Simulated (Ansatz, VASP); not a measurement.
## Zr: VASP beside Ansatz

```xyz
2
Lattice="3.3854 0.0000 0.0000 -1.6927 2.9319 0.0000 0.0000 0.0000 5.4102" Properties=species:S:1:pos:R:3 pbc="T T T"
Zr    0.0000    1.9546    1.3525
Zr    1.6927    0.9773    4.0576
```

Alike in both runs: task single point; functional RPBE; k mesh 18 × 18 × 10; occupations fermi-dirac, width 0.1 eV; no spin polarisation.

```csv
,VASP,Ansatz
version,VASP 6.6.1,Ansatz 0.2.0
potentials or method,"VASP PAW PBE potentials, release 64 (Zr_sv), cutoff 520 eV","plane waves (420 eV) with PAW, scalar-relativistic"
valence electrons in the cell,24,24
```

```csv
,VASP,Ansatz,Ansatz less VASP
pressure (GPa),-8.3,-8.3,+0.01
"traceless stress, the component that is largest in VASP (GPa)",-0.23,-0.23,+0.003
```

VASP's potentials were made for PBE, not for RPBE.
